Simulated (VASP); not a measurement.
A run of VASP 6.6.1 is set up as follows.

The input INCAR:

```
PREC     = Accurate       # precision mode
ENCUT    = 520            # plane-wave cutoff, eV
EDIFF    = 1E-7           # SCF threshold, eV
ISMEAR   = 0              # smearing method
SIGMA    = 0.15           # smearing width, eV
LREAL    = False          # projectors in reciprocal space
LASPH    = True           # aspherical terms in the spheres
NELM     = 100            # most SCF steps
ALGO     = Normal         # electronic algorithm
ISIF     = 2              # what is computed and relaxed
LWAVE    = False          # write WAVECAR
LCHARG   = False          # write CHGCAR
GGA      = PS             # functional
NBANDS   = 24             # bands
```

Contents of KPOINTS:

```
Automatic mesh
0
Gamma
  12 12 12
```

The input POSCAR:

```
TaF3
1.0
    3.9597180000      0.0000000000      0.0000000000
    0.0000000000      3.9597180000      0.0000000000
    0.0000000000      0.0000000000      3.8426820000
Ta F
1 3
Direct
    0.0000000000      0.0000000000      0.0000000000
    0.5000000000      0.0000000000      0.0000000000
    0.0000000000      0.5000000000      0.0000000000
    0.0000000000      0.0000000000      0.5000000000
```

Potentials or basis: VASP PAW PBE potentials, release 64 (Ta_pv, F).

Run with:

```bash
$ cat potpaw_PBE.64/Ta_pv/POTCAR potpaw_PBE.64/F/POTCAR > POTCAR
$ mpirun -np 1 vasp_std > vasp.out
```

Task: Estimate the band gap on the k mesh.

Result: Zero (bands 16 and 17 overlap by 2.88 eV).

Task: Estimate the pressure.

Result: 18.3 GPa.

Stress tensor (GPa, compression positive):
```
13.96  0.00  0.00
 0.00 13.96  0.00
 0.00  0.00 27.04
```

Caveat: the cell differs from its parent crystal (strain +0.015 along x and y, -0.015 along z); the stress differs along the axes, from 14 to 27 GPa; the PAW data sets were made with another functional, which shifts forces and pressure a little; spin-orbit coupling is left out, which moves the levels of the heavy elements.
